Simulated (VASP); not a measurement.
Write the native input for VASP 6.6.1 that does the following.

```yaml
Task: relaxation of cell and atoms
Functional: PBE
Potentials_or_basis: VASP PAW PBE potentials, release 64 (Bi_d, F)
Cutoff: 600 eV
k_mesh: 10 × 10 × 10
Occupations: gaussian, width 0.1 eV
Spin: no spin polarisation
Dipole_correction: no
Further_INCAR_settings: ALGO = Normal; EDIFF = 1e-06; IBRION = 2; EDIFFG = -0.01; NSW = 100; ISIF = 3
```

The structure of Bi3F lies in POSCAR:

```
Bi3F
1.0
   -3.1245199680      3.1245199680      3.1245199680
    3.1245199680     -3.1245199680      3.1245199680
    3.1245199680      3.1245199680     -3.1245199680
Bi F
3 1
Direct
    0.0000000000      0.5000000000      0.5000000000
    0.5000000000      0.0000000000      0.5000000000
    0.5000000000      0.5000000000      0.0000000000
    0.0000000000      0.0000000000      0.0000000000
```

These files were run (other wordings do the same):

INCAR

```
PREC = Accurate
ENCUT = 600
EDIFF = 1E-6
ISMEAR = 0
SIGMA = 0.1
LREAL = False
LASPH = True
NELM = 100
ALGO = Normal
ISIF = 3
LWAVE = False
LCHARG = False
GGA = PE
IBRION = 2
NSW = 100
EDIFFG = -0.01
```

KPOINTS

```
Automatic mesh
0
Gamma
  10 10 10
```

Potentials or basis: VASP PAW PBE potentials, release 64 (Bi_d, F).

Command:

```bash
$ cat potpaw_PBE.64/Bi_d/POTCAR potpaw_PBE.64/F/POTCAR > POTCAR
$ mpirun -np 1 vasp_std > vasp.out
```

It gave:

The relaxed volume is 30.36 Å³/atom, the relaxed cell is a = 5.403 Å, b = 5.403 Å, c = 5.403 Å, α = 109.47°, β = 109.47°, γ = 109.47° and the space group after relaxing (to 0.05 Å) is Im-3m (No. 229). The energy gained by relaxing is 0.1 meV/atom, the ionic steps are 2 and the pressure after relaxing is 0.0 GPa. The band gap on the k mesh is zero (band 26 reaches 6.67 eV, above the bottom of band 27 at 5.34 eV).

Caveat: spin-orbit coupling is left out, which moves the levels of the heavy elements.

Wall time 7.2 min on 1 thread of Intel(R) Xeon(R) Platinum 8259CL CPU @ 2.50GHz (Skylake/Cascade Lake), on a shared host, peak memory 0.43 GiB.
